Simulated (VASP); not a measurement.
MgO: single point with PBEsol

Crystal: MgO.

```xyz
4
Lattice="3.6171 0.0000 0.0000 -1.8085 3.1325 0.0000 0.0000 0.0000 3.9011" Properties=species:S:1:pos:R:3 pbc="T T T"
Mg    1.8085    0.9684    2.9258
Mg    0.0000    2.1641    0.9753
O     1.8085    1.0999    0.9753
O     0.0000    2.0325    2.9258
```

This cell differs from its parent crystal: mode 5 frozen in at -0.073 Å, strain +e along z and -e/2 along x and y -0.0700.

```
Program             : VASP 6.6.1
Task                : single point
Functional          : PBEsol
Potentials or basis : VASP PAW PBE potentials, release 64 (Mg, O)
Cutoff              : 520 eV
k mesh              : 9 × 9 × 6
Occupations         : gaussian, width 0.05 eV
Spin                : no spin polarisation
```

The pressure is 4.0 GPa. The largest force is 0.598 eV/Å and the band gap on the k mesh is 3.37 eV, direct.

Forces on the atoms (eV/Å):
```
Mg   0.000  0.598  0.000
Mg   0.000 -0.598  0.000
O    0.000 -0.351  0.000
O    0.000  0.351  0.000
```

Stress tensor (GPa, compression positive):
```
-4.08  0.00  0.00
 0.00 -4.17  0.00
 0.00  0.00 20.35
```

Levels at points of the mesh, in eV from the valence-band top:
| k point | band 5 | band 6 | band 7 | band 8 | band 9 | band 10 | band 11 | band 12 |
| --- | --- | --- | --- | --- | --- | --- | --- | --- |
| (0.00, 0.00, 0.00) | -1.72 | -0.71 | -0.38 | 0.00 | 3.37 | 9.96 | 11.50 | 12.38 |
| (0.00, 0.00, 0.50) | -1.22 | -1.22 | -1.14 | -1.14 | 6.52 | 6.52 | 12.22 | 12.22 |

It took 84 s on 1 thread of Intel(R) Xeon(R) Platinum 8375C CPU @ 2.90GHz (Ice Lake), on a shared host, peak memory 0.2 GiB.

Caveat: the cell differs from its parent crystal (mode 5 frozen in at -0.073 Å, strain +e along z and -e/2 along x and y -0.0700); the PAW data sets were made with another functional, which shifts forces and pressure a little.
